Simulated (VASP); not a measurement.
Input of a VASP 6.6.1 run:

The input INCAR:

```
SYSTEM = VPt3
PREC = Accurate ; ENCUT = 520
EDIFF = 1E-6 ; ISMEAR = -1
SIGMA = 0.1 ; LREAL = .FALSE.
LASPH = .TRUE. ; NELM = 150
ALGO = Normal ; ISIF = 2
LWAVE = .FALSE. ; LCHARG = .TRUE.
ISPIN = 2 ; MAGMOM = 1.62 0 0 0
LORBIT = 11 ; NUPDOWN = 1.62
LMAXMIX = 4 ; GGA = CA
LELF = .TRUE. ; LVHAR = .TRUE.
NBANDS = 34
```

KPOINTS

```
Automatic mesh
0
G
  7 7 7
  0 0 0
```

POSCAR

```
VPt3
1.0
    3.8790000000      0.0000000000      0.0000000000
    0.0000000000      3.8790000000      0.0000000000
    0.0000000000      0.0000000000      3.8790000000
V Pt
1 3
Direct
    0.0000000000      0.0000000000      0.0000000000
    0.0000000000      0.5000000000      0.5000000000
    0.5000000000      0.0000000000      0.5000000000
    0.5000000000      0.5000000000      0.0000000000
```

Potentials or basis: VASP PAW LDA potentials, release 64 (V_sv, Pt).

Launch:

```console
$ cat potpaw_LDA.64/V_sv/POTCAR potpaw_LDA.64/Pt/POTCAR > POTCAR
$ mpirun -np 1 vasp_std > vasp.out
```

(1) Estimate the pressure.

Answers

(1) -6.5 GPa.

Caveat: the total moment is fixed, so each spin has its own Fermi level.
